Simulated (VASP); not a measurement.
A run of VASP 6.6.1:

INCAR

```
  PREC = Accurate
  ENCUT = 520
  EDIFF = 1E-7
  ISMEAR = -1
  SIGMA = 0.02
  LREAL = F
  LASPH = T
  NELM = 100
  ALGO = Normal
  ISIF = 2
  LWAVE = F
  LCHARG = F
  GGA = PE
  NBANDS = 14
```

The input KPOINTS:

```
Automatic mesh
0
Gamma
  8 8 8
```

POSCAR

```
NaCl
1.0
    0.0000000000      2.8946615705      2.8946615705
    2.8946615705      0.0000000000      2.8946615705
    2.8946615705      2.8946615705      0.0000000000
Na Cl
1 1
Direct
    0.0000000000      0.0000000000      0.0000000000
    0.5000000000      0.5000000000      0.5000000000
```

Potentials or basis: VASP PAW PBE potentials, release 64 (Na_pv, Cl).

Command:

```bash
$ cat potpaw_PBE.64/Na_pv/POTCAR potpaw_PBE.64/Cl/POTCAR > POTCAR
$ mpirun -np 1 vasp_std > vasp.out
```

Hardware: 1 thread of Intel Xeon 8259CL (shared host).

Problem. How long does it take, and how much memory?

Solution. Run time: 36 s on 1 thread of Intel Xeon 8259CL (shared host), peak memory 0.16 GiB. Counts: scf iterations 15, k points 29.
